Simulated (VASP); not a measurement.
ZrS2:

```
CELL_PARAMETERS angstrom
3.67436 0.00000 0.00000
-1.83718 3.18209 0.00000
0.00000 0.00000 5.85714
ATOMIC_POSITIONS crystal
Zr 0.00000 0.00000 0.00000
S 0.66667 0.33333 0.75376
S 0.33333 0.66667 0.24624
```

Base run:

```yaml
Program: VASP 6.6.1
Functional: PBEsol
Potentials_or_basis: VASP PAW PBE potentials, release 64 (Zr_sv, S)
Cutoff: 500 eV
k_mesh: 6 × 6 × 4
Occupations: gaussian, width 0.01 eV
Spin: no spin polarisation
```

Its results: band gap on the k mesh 0.81 eV, indirect (least direct gap 1.45 eV); pressure -1.8 GPa; largest force 0.126 eV/Å.

Task: The run is repeated on the same cell with these changes: functional from PBEsol to r2SCAN; cutoff from 500 eV to 550 eV. What comes out?

Result: Band gap on the k mesh 1.19 eV, indirect (least direct gap 1.81 eV); pressure 0.9 GPa; largest force 0.042 eV/Å.

r2SCAN gives the wider gap, since meta-GGAs in the generalised Kohn-Sham scheme recover part of the derivative discontinuity.

Caveats: the PAW data sets were made with another functional, which shifts forces and pressure a little; this functional lacks dispersion, which binds the layers, so the pressure and a relaxed spacing across them are unreliable (some runs).

A k mesh can miss the band edges.
